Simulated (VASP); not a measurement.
Wanted: the native input for a VASP 6.6.1 run.

* Task: single point
* Functional: PBE
* Potentials or basis: VASP PAW PBE potentials, release 64 (Ba_sv, Ti_sv, O)
* Cutoff: 520 eV
* k mesh: 8 × 8 × 8
* Occupations: fermi-dirac, width 0.02 eV
* Spin: no spin polarisation
* Dipole correction: no
* Further INCAR settings: ALGO = Normal; EDIFF = 1e-06; NBANDS = 28

The structure of BaTiO3 lies in POSCAR:

```
BaTiO3
1.0
    2.8276671207      1.6325543733      2.2713773724
   -2.8276671207      1.6325543733      2.2713773724
    0.0000000000     -3.2651087466      2.2713773724
Ba Ti O
1 1 3
Direct
   -0.0002986800     -0.0002986800     -0.0002986800
    0.4900895207      0.4900895207      0.4900895207
    0.5087503897      0.5087503897      0.0140083799
    0.0140083799      0.5087503897      0.5087503897
    0.5087503897      0.0140083799      0.5087503897
```

This cell differs from its parent crystal: z stretched by -2 %, then relaxed in part.

The input as run:

INCAR

```
SYSTEM = BaTiO3
  ALGO = Normal
  EDIFF = 1E-6
  ENCUT = 520
  GGA = PE
  ISIF = 2
  ISMEAR = -1
  LASPH = .True.
  LCHARG = .True.
  LELF = .True.
  LREAL = .False.
  LVHAR = .True.
  LWAVE = .False.
  NBANDS = 28
  NELM = 100
  PREC = Accurate
  SIGMA = 0.02
```

KPOINTS

```
k-points
0
Gamma
  8 8 8
  0 0 0
```

Potentials or basis: VASP PAW PBE potentials, release 64 (Ba_sv, Ti_sv, O).

The run is started by

```bash
$ cat potpaw_PBE.64/Ba_sv/POTCAR potpaw_PBE.64/Ti_sv/POTCAR potpaw_PBE.64/O/POTCAR > POTCAR
$ mpirun -np 1 vasp_std > vasp.out
```

It gave:

* Pressure: 9.1 GPa
* Largest force: 0.054 eV/Å
* Band gap on the k mesh: 2.15 eV, indirect (least direct gap 2.48 eV)

Caveat: the cell differs from its parent crystal (z stretched by -2 %, then relaxed in part); spin-orbit coupling is left out, which moves the levels of the heavy elements.

It took 56 s on 1 thread of Intel(R) Xeon(R) 6975P-C (Granite Rapids), on a shared host, peak memory 0.24 GiB.
